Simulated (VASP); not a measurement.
# LaNb2 (C15 type) (Fd-3m) in VASP: single point with PBEsol

Aim: the single point of LaNb2 (C15 type) with PBEsol.

Program: VASP 6.6.1. These are calculated values, not measurements. Logs are shortened: lines on timing, memory, paths and dates and some standing lists are left out, and cuts for length are marked.

### 1 The cell of the first run

The structure is cubic, space group Fd-3m (No. 227). The conventional cell has a = 8.096 Å, b = 8.096 Å, c = 8.096 Å, α = 90.00°, β = 90.00°, γ = 90.00°. Within 4.4 Å of La (site symmetry -43m) lie 12 Nb at 3.36 Å and 4 La at 3.51 Å. Nb (site symmetry -3m) has 6 Nb at 2.86 Å and 6 La at 3.36 Å within 3.8 Å.

### 2 Single point, PBEsol

Input file POSCAR:

```
LaNb2
1.0
    0.0000000000      4.0480639725      4.0480639725
    4.0480639725      0.0000000000      4.0480639725
    4.0480639725      4.0480639725      0.0000000000
La Nb
2 4
Direct
    0.1250000000      0.1250000000      0.1250000000
   -0.1250000000     -0.1250000000     -0.1250000000
    0.5000000000      0.5000000000      0.5000000000
    0.5000000000      0.5000000000      0.0000000000
    0.5000000000      0.0000000000      0.5000000000
    0.0000000000      0.5000000000      0.5000000000
```

Input file INCAR.step1:

```
SYSTEM = LaNb2
ALGO     = Normal         ! electronic algorithm
EDIFF    = 1E-6           ! SCF threshold, eV
ENCUT    = 520            ! plane-wave cutoff, eV
GGA      = PS             ! functional
ISIF     = 2              ! what is computed and relaxed
ISMEAR   = -1             ! smearing method
LASPH    = .True.         ! aspherical terms in the spheres
LCHARG   = .True.         ! write CHGCAR
LMAXMIX  = 6              ! l up to which the mixer works
LREAL    = .False.        ! projectors in reciprocal space
LWAVE    = .False.        ! write WAVECAR
NBANDS   = 46             ! bands
NELM     = 80             ! most SCF steps
PREC     = Accurate       ! precision mode
SIGMA    = 0.05           ! smearing width, eV
```

Input file KPOINTS.step1:

```
k-points
0
Gamma
  7 7 7
  0 0 0
```

Input file INCAR.step2:

```
SYSTEM = LaNb2
ALGO     = Normal         ! electronic algorithm
EDIFF    = 1E-6           ! SCF threshold, eV
ENCUT    = 520            ! plane-wave cutoff, eV
GGA      = PS             ! functional
ICHARG   = 11             ! starting density
ISIF     = 2              ! what is computed and relaxed
ISMEAR   = -5             ! smearing method
LASPH    = .True.         ! aspherical terms in the spheres
LCHARG   = .False.        ! write CHGCAR
LMAXMIX  = 6              ! l up to which the mixer works
LORBIT   = 11             ! projections on sites
LREAL    = .False.        ! projectors in reciprocal space
LWAVE    = .False.        ! write WAVECAR
NBANDS   = 46             ! bands
NEDOS    = 1001           ! points of the DOS
NELM     = 80             ! most SCF steps
PREC     = Accurate       ! precision mode
SIGMA    = 0.05           ! smearing width, eV
```

Input file KPOINTS.step2:

```
k-points
0
Gamma
  11 11 11
  0 0 0
```

Potentials or basis: VASP PAW PBE potentials, release 64 (La, Nb_sv).

Run with:

```bash
$ cat potpaw_PBE.64/La/POTCAR potpaw_PBE.64/Nb_sv/POTCAR > POTCAR
$ cp INCAR.step1 INCAR
$ cp KPOINTS.step1 KPOINTS
$ mpirun -np 1 vasp_std > vasp.out
$ cp INCAR.step2 INCAR
$ cp KPOINTS.step2 KPOINTS
$ mpirun -np 1 vasp_std > vasp.out
```

OUTCAR:

```text
SYSTEM = LaNb2
   EDIFF = 1E-6
   ENCUT = 520
   GGA = PS
   ICHARG = 11
   ISIF = 2
   ISMEAR = -5
   LASPH = .True.
   LORBIT = 11
   LREAL = .False.
   NELM = 80
   PREC = Accurate

 ion  position               nearest neighbor table
   1  0.125  0.125  0.125-   5 3.36   6 3.36   5 3.36   6 3.36   3 3.36   4 3.36   3 3.36   4 3.36
                             6 3.36   4 3.36   3 3.36   5 3.36   2 3.51   2 3.51   2 3.51   2 3.51
   2  0.875  0.875  0.875-   3 3.36   4 3.36   3 3.36   4 3.36   5 3.36   6 3.36   5 3.36   6 3.36
                             6 3.36   4 3.36   3 3.36   5 3.36   1 3.51   1 3.51   1 3.51   1 3.51
   3  0.500  0.500  0.500-   4 2.86   5 2.86   6 2.86   4 2.86   5 2.86   6 2.86   2 3.36   1 3.36
                             2 3.36   1 3.36   2 3.36   1 3.36
   4  0.500  0.500  0.000-   3 2.86   3 2.86   5 2.86   6 2.86   5 2.86   6 2.86   2 3.36   1 3.36
                             2 3.36   1 3.36   1 3.36   2 3.36
   5  0.500  0.000  0.500-   3 2.86   4 2.86   3 2.86   4 2.86   6 2.86   6 2.86   2 3.36   1 3.36
                             2 3.36   1 3.36   2 3.36   1 3.36
   6  0.000  0.500  0.500-   3 2.86   4 2.86   5 2.86   3 2.86   4 2.86   5 2.86   2 3.36   1 3.36
                             2 3.36   1 3.36   1 3.36   2 3.36

  LATTYP: Found a face centered cubic cell.
 ALAT       =     8.0961279450

  Lattice vectors:

 A1 = (   0.0000000000,   4.0480639725,   4.0480639725)
 A2 = (   4.0480639725,   0.0000000000,   4.0480639725)
 A3 = (   4.0480639725,   4.0480639725,   0.0000000000)

Analysis of symmetry for initial positions (statically):
=====================================================================
 Subroutine PRICEL returns:
 Original cell was already a primitive cell.

 Routine SETGRP: Setting up the symmetry group for a
 face centered cubic supercell.

 Subroutine GETGRP returns: Found 48 space group operations
 (whereof 12 operations were pure point group operations)
 out of a pool of 48 trial point group operations.

The static configuration has the point symmetry D_3d.
 The point group associated with its full space group is O_h .

Analysis of symmetry for dynamics (positions and initial velocities):
=====================================================================
 Subroutine PRICEL returns:
 Original cell was already a primitive cell.

 Routine SETGRP: Setting up the symmetry group for a
 face centered cubic supercell.

 Subroutine GETGRP returns: Found 48 space group operations
 (whereof 12 operations were pure point group operations)
 out of a pool of 48 trial point group operations.

The dynamic configuration has the point symmetry D_3d.
 The point group associated with its full space group is O_h .

 Subroutine INISYM returns: Found 48 space group operations
[... 128 lines left out ...]
  volume/ion in A,a.u.               =      22.11       149.22
  Fermi-wavevector in a.u.,A,eV,Ry     =   1.347601  2.546597 24.708573  1.816029
  Thomas-Fermi vector in A             =   2.475338
   LORBIT       =     11    0 simple, 1 ext, 2 COOP (PROOUT), +10 PAW based schemes
   GGA     = PS    functional components
   LHFCALC =     F    Hartree Fock is set to
   AEXX    =    0.0000 exact exchange contribution
   IVDW    =     0    specifies the selected vdW correction
   LEPSILON=     F    determine dielectric tensor
   LRPA    =     F    only Hartree local field effects (RPA)
 non-spin polarized calculation
 Fermi weights with tetrahedron method with Bloechl corrections
  energy-cutoff  :      520.00
  volume of cell :      132.67
 maximum number of plane-waves:      3596
 NGX is ok and might be reduce to    48

 number of electron      74.0000000 magnetization

 Free energy of the ion-electron system (eV)
  ---------------------------------------------------
  ext. energy  EPLUGINS =         0.00000000
  ---------------------------------------------------
  free energy    TOTEN  =       -52.72402908 eV

  energy without entropy =      -52.72402908  energy(sigma->0) =      -52.72402908

 E-fermi :  10.3880     XC(G=0): -11.6929

 val. band max:       10.4005932933   @ k =  -0.4545   0.3636   0.1818
 cond. band min:      10.3273465054   @ k =   0.4545   0.4545   0.0000
 fundamental gap:     -0.0732467879
 Fermi energy:        10.3880234463

 k-point     1 :       0.0000    0.0000    0.0000
  band No.  band energies     occupation
      1     -43.9591      2.00000
      2     -43.7492      2.00000
      3     -43.7492      2.00000
      4     -43.7492      2.00000
      5     -21.3166      2.00000
      6     -21.0549      2.00000
[... 1165 lines left out ...]
     45      12.7016      0.00000
     46      12.8565      0.00000

 [... further k-points ...]

------------------------ aborting loop because EDIFF is reached ----------------------------------------

  FORCE on cell =-STRESS in cart. coord.  units (eV):
  Direction    XX          YY          ZZ          XY          YZ          ZX
  --------------------------------------------------------------------------------------
  -------------------------------------------------------------------------------------
  Total       -0.5688252     -0.5688252     -0.5688252     -0.0000000     -0.0000000      0.0000000
  in kB       -6.8693763     -6.8693763     -6.8693763     -0.0000000     -0.0000000      0.0000000
  external PRESSURE =      -6.8693763 kB  Pullay stress =       0.0000000 kB

 VOLUME and BASIS-vectors are now :
 -----------------------------------------------------------------------------
  energy-cutoff  :      520.00
  volume of cell :      132.67
      direct lattice vectors                 reciprocal lattice vectors
     0.000000000  4.048063972  4.048063972    -0.123515835  0.123515835  0.123515835
     4.048063972  0.000000000  4.048063972     0.123515835 -0.123515835  0.123515835
     4.048063972  4.048063972  0.000000000     0.123515835  0.123515835 -0.123515835

 POSITION                                       TOTAL-FORCE (eV/Angst)
 -----------------------------------------------------------------------------------
      1.01202      1.01202      1.01202        -0.000000      0.000000      0.000000
      7.08411      7.08411      7.08411         0.000000     -0.000000     -0.000000
      4.04806      4.04806      4.04806        -0.000000     -0.000000      0.000000
      2.02403      2.02403      4.04806        -0.000000     -0.000000      0.000000
      2.02403      4.04806      2.02403        -0.000000     -0.000000      0.000000
      4.04806      2.02403      2.02403        -0.000000     -0.000000      0.000000
 -----------------------------------------------------------------------------------
    total drift:                               -0.000000     -0.000000     -0.000000

  FREE ENERGIE OF THE ION-ELECTRON SYSTEM (eV)
  ---------------------------------------------------
  free  energy   TOTEN  =       -52.7240290850 eV

  energy  without entropy=      -52.7240290850  energy(sigma->0) =      -52.72402908

 total charge

# of ion       s       p       d       f       tot
--------------------------------------------------
    1        2.099   5.523   1.030   0.135   8.787
    2        2.099   5.523   1.030   0.135   8.787
    3        2.237   5.965   2.540   0.000  10.743
    4        2.237   5.965   2.540   0.000  10.743
    5        2.237   5.965   2.540   0.000  10.743
    6        2.237   5.965   2.540   0.000  10.743
--------------------------------------------------
tot         13.149  34.908  12.219   0.269  60.544
```

OUTCAR.step1:

```text
SYSTEM = LaNb2
   EDIFF = 1E-6
   ENCUT = 520
   GGA = PS
   ISIF = 2
[... 1218 lines left out ...]
      4.04806      4.04806      4.04806         0.000000     -0.000000     -0.000000
      2.02403      2.02403      4.04806         0.000000     -0.000000     -0.000000
      2.02403      4.04806      2.02403         0.000000     -0.000000     -0.000000
      4.04806      2.02403      2.02403         0.000000     -0.000000     -0.000000
 -----------------------------------------------------------------------------------
    total drift:                               -0.000000     -0.000000     -0.000000

  FREE ENERGIE OF THE ION-ELECTRON SYSTEM (eV)
  ---------------------------------------------------
  free  energy   TOTEN  =       -52.7582168147 eV

  energy  without entropy=      -52.6959922067  energy(sigma->0) =      -52.72710451
```

It took 6.9 min on 1 thread of Intel Xeon 6975P-C (Granite Rapids), shared host; peak memory 0.5 GiB.

Results:

```yaml
Valence_electrons_inside_the_program's_atomic_spheres: La 8.79; Nb 10.74
```

Caveat: the PAW data sets were made with another functional, which shifts forces and pressure a little; spin-orbit coupling is left out, which moves the levels of the heavy elements.
